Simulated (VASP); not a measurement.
Input of a VASP 6.6.1 run:

INCAR

```
PREC = Accurate ; ENCUT = 600
EDIFF = 1E-6 ; ISMEAR = 0
SIGMA = 0.05 ; LREAL = F
LASPH = T ; NELM = 120
ALGO = Normal ; ISIF = 2
LWAVE = F ; LCHARG = F
GGA = B5 ; ALDAX = 1.0
AGGAX = 1.0 ; AGGAC = 1.0
ALDAC = 0.0 ; IVDW = 12
VDW_S6 = 1.0 ; VDW_S8 = 2.6996
VDW_A1 = 0.4298 ; VDW_A2 = 4.2359
NBANDS = 11 ; GGA_COMPAT = F
```

KPOINTS

```
Automatic mesh
0
Gamma
  8 8 8
```

The input POSCAR:

```
MgS
1.0
    0.0000000000      2.5955025589      2.5955025589
    2.5955025589      0.0000000000      2.5955025589
    2.5955025589      2.5955025589      0.0000000000
Mg S
1 1
Direct
    0.0000000000      0.0000000000      0.0000000000
    0.5000000000      0.5000000000      0.5000000000
```

Potentials or basis: VASP PAW PBE potentials, release 64 (Mg, S).

The run is started by

```bash
$ cat potpaw_PBE.64/Mg/POTCAR potpaw_PBE.64/S/POTCAR > POTCAR
$ mpirun -np 1 vasp_std > vasp.out
```

(1) Estimate the dispersion energy per atom.

(2) What does it give for the pressure?

(3) What does it give for the band gap on the k mesh?

Answers

(1) -0.790 eV.

(2) -3.3 GPa.

(3) 2.85 eV (least direct gap 3.94 eV).

Caveat: the cell stands under tension; the PAW data sets were made with another functional, which shifts forces and pressure a little.
